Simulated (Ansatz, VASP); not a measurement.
# One calculation of BaAl2B4, two programs

Contents of INCAR:

```
SYSTEM = BaAl2B4
PREC = Accurate ; ENCUT = 600
EDIFF = 1E-6 ; ISMEAR = 0
SIGMA = 0.1 ; LREAL = .FALSE.
LASPH = .TRUE. ; NELM = 60
ALGO = Normal ; ISIF = 3
LWAVE = .FALSE. ; LCHARG = .FALSE.
GGA = PE ; IBRION = 2
NSW = 90 ; EDIFFG = -0.04
```

Contents of KPOINTS:

```
Automatic mesh
0
G
  6 6 4
  0 0 0
```

The input POSCAR:

```
BaAl2B4
1.0
    3.9558352900      0.0000000000      0.0000000000
   -1.9779176500      3.4258538600      0.0000000000
    0.0000000000      0.0000000000      7.0478297200
Ba Al B
1 2 4
Direct
    0.0000000000      0.0000000000      0.0000000000
    0.0000000000      0.0000000000      0.6540345700
    0.0000000000      0.0000000000      0.3459654300
    0.3333333300      0.6666666700      0.9271265000
    0.6666666700      0.3333333300      0.9271265000
    0.6666666700      0.3333333300      0.0728735000
    0.3333333300      0.6666666700      0.0728735000
```

Input for Ansatz:

```yaml
crystal:
  lattice:
    - [3.95583529, 0.0, 0.0]
    - [-1.97791765, 3.42585386, 0.0]
    - [0.0, 0.0, 7.04782972]
  atoms:
    - { symbol: Ba, position: [0.0, 0.0, 0.0] }
    - { symbol: Al, position: [0.0, 0.0, 0.65403457] }
    - { symbol: Al, position: [0.0, 0.0, 0.34596543] }
    - { symbol: B, position: [0.33333333, 0.66666667, 0.9271265] }
    - { symbol: B, position: [0.66666667, 0.33333333, 0.9271265] }
    - { symbol: B, position: [0.66666667, 0.33333333, 0.0728735] }
    - { symbol: B, position: [0.33333333, 0.66666667, 0.0728735] }
basis:
  ecutwfc: 420
kpoints:
  mp_grid: { grid: [6, 6, 4] }
hamiltonian:
  xc: pbe
scf:
  occupations: { method: gaussian, width: 0.1 }
  lower_state_search: "off"
output:
  forces: true
  stress: true
  eigenvalues: true
relax:
  adjacent_minimum: "off"
  f_tol: 0.04
  max_steps: 70
  cell: { stress_tol: 0.4 }
```

Alike in both runs: task relaxation of cell and atoms; functional PBE; k mesh 6 × 6 × 4; occupations gaussian, width 0.1 eV; no spin polarisation.

```csv
,VASP,Ansatz
version,VASP 6.6.1,Ansatz 0.2.0
potentials or method,"VASP PAW PBE potentials, release 64 (Ba_sv, Al, B), cutoff 600 eV","scalar-relativistic, plane waves, PAW"
valence electrons in the cell,28,28
```

|  | VASP | Ansatz | Ansatz less VASP |
| --- | --- | --- | --- |
| gap on the k mesh at the Fermi level, each at its own relaxed structure (eV) | none | none | - |
| relaxed volume (Å³/atom) | 13.03 | 12.86 | -0.172 |
| relaxed length of the cell vector where the two differ most in proportion (Å) | 3.198 | 3.182 | -0.0157 |

A gap of «none» marks a metal or a gap that the smearing closes.

Spin-orbit coupling is off throughout.
